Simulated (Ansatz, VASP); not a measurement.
# Ag in VASP and in Ansatz

```
Ag
1.0
    -1.61038    1.65353    1.61816
     1.65931   -1.66055    1.67410
     1.63933    1.68950   -1.62517
Ag
1
Direct
  0.00000 0.00000 0.00000
```

Change from the starting cell: cell sheared at random, sigma 0.01, atoms nudged by 0.01 Å.

Alike in both runs: task single point; functional PBE0; k mesh 6 × 6 × 6; occupations fermi-dirac, width 0.05 eV; no spin polarisation.

```csv
,VASP,Ansatz
version,VASP 6.6.1,Ansatz 0.2.0
potentials or method,"VASP PAW PBE potentials, release 64 (Ag)",Ansatz PAW
plane-wave cutoff (eV),520,420
valence electrons in the cell,11,19
```

|  | VASP | Ansatz | Ansatz less VASP |
| --- | --- | --- | --- |
| gap on the k mesh at the Fermi level (eV) | none | none | - |
| pressure (GPa) | -0.8 | -0.9 | -0.08 |
| traceless stress, the component that is largest in VASP (GPa) | 2.80 | 2.53 | -0.261 |

A gap of «none» marks a metal or a gap that the smearing closes. The functional is the same, so the differences come from potentials, cutoffs and numerics. VASP's potentials hold 11 valence electrons a cell and Ansatz's 19, so a difference there can come from the potentials and not from the codes.

The k mesh is coarse, so the values compare programs but aren't converged.
